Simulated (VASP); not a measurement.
Set up this calculation in VASP 6.6.1, as the native input.

| Property | Result |
| --- | --- |
| Task | single point |
| Functional | r2SCAN |
| Potentials or basis | VASP PAW PBE potentials, release 64 (Te) |
| Cutoff | 520 eV |
| k mesh | 12 × 12 × 8 |
| Occupations | gaussian, width 0.1 eV |
| Spin | no spin polarisation |
| Dipole correction | no |
| Further INCAR settings | ALGO = Normal; EDIFF = 1e-07; NBANDS = 20 |

Te:

```xyz
4
Lattice="5.2240 0.0000 0.0000 -2.6120 4.5241 0.0000 0.0000 0.0000 6.2742" Properties=species:S:1:pos:R:3 pbc="T T T"
Te    0.0000    0.0000    1.5685
Te    0.0000    0.0000    4.7056
Te    0.0000    3.0161    4.7056
Te    2.6120    1.5080    1.5685
```

This isn't the form of Te at room conditions, which is trigonal, of chains.

These files were run (other wordings do the same):

POSCAR

```
Te
1.0
    5.2240006511      0.0000000000      0.0000000000
   -2.6120003255      4.5241172732      0.0000000000
    0.0000000000      0.0000000000      6.2741908361
Te
4
Direct
    0.0000000000      0.0000000000      0.2500000000
    0.0000000000      0.0000000000      0.7500000000
    0.3333333333      0.6666666667      0.7500000000
    0.6666666667      0.3333333333      0.2500000000
```

INCAR.step1

```
SYSTEM = Te
  PREC = Accurate
  ENCUT = 520
  ISMEAR = 0
  SIGMA = 0.1
  LREAL = .FALSE.
  LASPH = .TRUE.
  NELM = 80
  NBANDS = 20
  GGA = PE
  ALGO = Normal
  EDIFF = 1E-4
  LWAVE = .TRUE.
  LCHARG = .FALSE.
```

INCAR.step2

```
SYSTEM = Te
  PREC = Accurate
  ENCUT = 520
  EDIFF = 1E-7
  ISMEAR = 0
  SIGMA = 0.1
  LREAL = .FALSE.
  LASPH = .TRUE.
  NELM = 80
  ALGO = Normal
  ISIF = 2
  LWAVE = .FALSE.
  LCHARG = .FALSE.
  METAGGA = R2SCAN
  LMIXTAU = .TRUE.
  NBANDS = 20
  ISTART = 1
```

KPOINTS

```
regular mesh
0
G
  12 12 8
  0 0 0
```

Potentials or basis: VASP PAW PBE potentials, release 64 (Te).

Launch:

```bash
$ cat potpaw_PBE.64/Te/POTCAR > POTCAR
$ cp INCAR.step1 INCAR
$ mpirun -np 1 vasp_std > vasp.out
$ cp INCAR.step2 INCAR
$ mpirun -np 1 vasp_std > vasp.out
```

Results of the run:

The pressure is 0.0 GPa and the band gap on the k mesh is zero (bands 12 and 13 overlap by 1.74 eV).

Caveat: the PAW data sets were made with another functional, which shifts forces and pressure a little; spin-orbit coupling is left out, which moves the levels of the heavy elements.

Run time: 7.2 min on 1 thread of Intel(R) Xeon(R) 6975P-C (Granite Rapids) (shared host), peak memory 0.42 GiB.
